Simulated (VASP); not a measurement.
Runs of VASP 6.6.1 on PtPb. The structure is that of space group P6_3/mmc (No. 194), or close to it. The cells are those of the table. 

| task | cell | gap on the mesh (eV) | pressure (GPa) |
| --- | --- | --- | --- |
| electric field gradients | a = 4.236, b = 4.236, c = 5.438 Å, angles 90.0, 90.0, 120.0°, 4 atoms | none | (a) |
| single point | a = 4.221, b = 4.221, c = 5.419 Å, angles 90.0, 90.0, 120.0°, 4 atoms | none | 9.7 |
| electric field gradients | a = 4.306, b = 4.306, c = 5.528 Å, angles 90.0, 90.0, 120.0°, 4 atoms | none | 2.1 |
| electric field gradients | a = 4.221, b = 4.221, c = 5.419 Å, angles 90.0, 90.0, 120.0°, 4 atoms | none | 9.7 |
| electric field gradients | a = 4.264, b = 4.264, c = 5.474 Å, angles 90.0, 90.0, 120.0°, 4 atoms | none | 5.6 |
| electric field gradients | a = 4.250, b = 4.250, c = 5.565 Å, angles 90.0, 90.0, 120.0°, 4 atoms | none | 3.9 |
| electric field gradients | a = 4.163, b = 4.163, c = 5.345 Å, angles 90.0, 90.0, 120.0°, 4 atoms | none | 16.6 |
| single point | a = 4.163, b = 4.163, c = 5.345 Å, angles 90.0, 90.0, 120.0°, 4 atoms | none | 16.6 |

Alike in all rows: level LDA; potentials or basis VASP PAW LDA potentials, release 64 (Pt, Pb_d); no spin polarisation; k mesh 10 × 10 × 7; cutoff (eV) 520; smearing fermi-dirac 0.05 eV.

Q: Estimate the missing entries.

A: (a) 8.3.

Caveats: spin-orbit coupling is left out, which moves the levels of the heavy elements; the cell stands under pressure (at least some runs).

A k mesh can miss the band edges, and the runs leave out spin-orbit coupling on Pb, Pt.

A gap of «none» marks levels without a gap at the run's occupations.
